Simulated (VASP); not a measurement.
Wanted: the native input for a VASP 6.6.1 run.

| Item | Value |
| --- | --- |
| Task | single point |
| Functional | r2SCAN |
| Potentials or basis | VASP PAW PBE potentials, release 64 (Zn, As, C) |
| Cutoff | 660 eV |
| k mesh | 6 × 6 × 2 |
| Occupations | fermi-dirac, width 0.02 eV |
| Spin | no spin polarisation |
| Dipole correction | no |
| Further INCAR settings | ALGO = Normal; EDIFF = 1e-06; NBANDS = 36 |

ZnAs2C:

```
Zn As C
1.0
     3.52121    0.00000    0.00000
     0.00000    3.52121    0.00000
     0.00000    0.00000   10.62006
Zn As C
2 4 2
Direct
  0.50000 0.00000 0.85399
  0.00000 0.50000 0.14601
  0.50000 0.50000 0.00000
  0.00000 0.00000 0.29982
  0.50000 0.50000 0.50000
  0.00000 0.00000 0.70018
  0.50000 0.00000 0.40357
  0.00000 0.50000 0.59643
```

These files were run (other wordings do the same):

POSCAR

```
ZnAs2C
1.0
    3.5212135940      0.0000000000      0.0000000000
    0.0000000000      3.5212135940      0.0000000000
    0.0000000000      0.0000000000     10.6200645011
Zn As C
2 4 2
Direct
    0.5000000000      0.0000000000      0.8539916861
    0.0000000000      0.5000000000      0.1460083139
    0.5000000000      0.5000000000      0.0000000000
    0.0000000000      0.0000000000      0.2998228997
    0.5000000000      0.5000000000      0.5000000000
    0.0000000000      0.0000000000      0.7001771003
    0.5000000000      0.0000000000      0.4035748780
    0.0000000000      0.5000000000      0.5964251220
```

INCAR.step1

```
PREC = Accurate ; ENCUT = 660
ISMEAR = -1 ; SIGMA = 0.02
LREAL = False ; LASPH = True
NELM = 120 ; NBANDS = 36
GGA = PE ; ALGO = Normal
EDIFF = 1E-5 ; LWAVE = True
LCHARG = False ; GGA_COMPAT = False
```

INCAR.step2

```
PREC = Accurate ; ENCUT = 660
EDIFF = 1E-6 ; ISMEAR = -1
SIGMA = 0.02 ; LREAL = False
LASPH = True ; NELM = 120
ALGO = Normal ; ISIF = 2
LWAVE = False ; LCHARG = True
METAGGA = R2SCAN ; LMIXTAU = True
LELF = True ; LVHAR = True
NBANDS = 36 ; ISTART = 1
GGA_COMPAT = False
```

KPOINTS

```
regular mesh
0
Gamma
  6 6 2
```

Potentials or basis: VASP PAW PBE potentials, release 64 (Zn, As, C).

Launch:

```bash
$ cat potpaw_PBE.64/Zn/POTCAR potpaw_PBE.64/As/POTCAR potpaw_PBE.64/C/POTCAR > POTCAR
$ cp INCAR.step1 INCAR
$ mpirun -np 1 vasp_std > vasp.out
$ cp INCAR.step2 INCAR
$ mpirun -np 1 vasp_std > vasp.out
```

Results of the run:

The pressure is 3.2 GPa, the largest force is 0.087 eV/Å and the band gap on the k mesh is zero (bands 26 and 27 overlap by 0.13 eV).

Caveat: the cell stands under pressure; semilocal functionals underestimate gaps, and a narrow one can read as zero; the PAW data sets were made with another functional, which shifts forces and pressure a little.

It took 3.8 min on 1 thread of Intel(R) Xeon(R) 6975P-C (Granite Rapids) (shared host), peak memory 0.38 GiB.
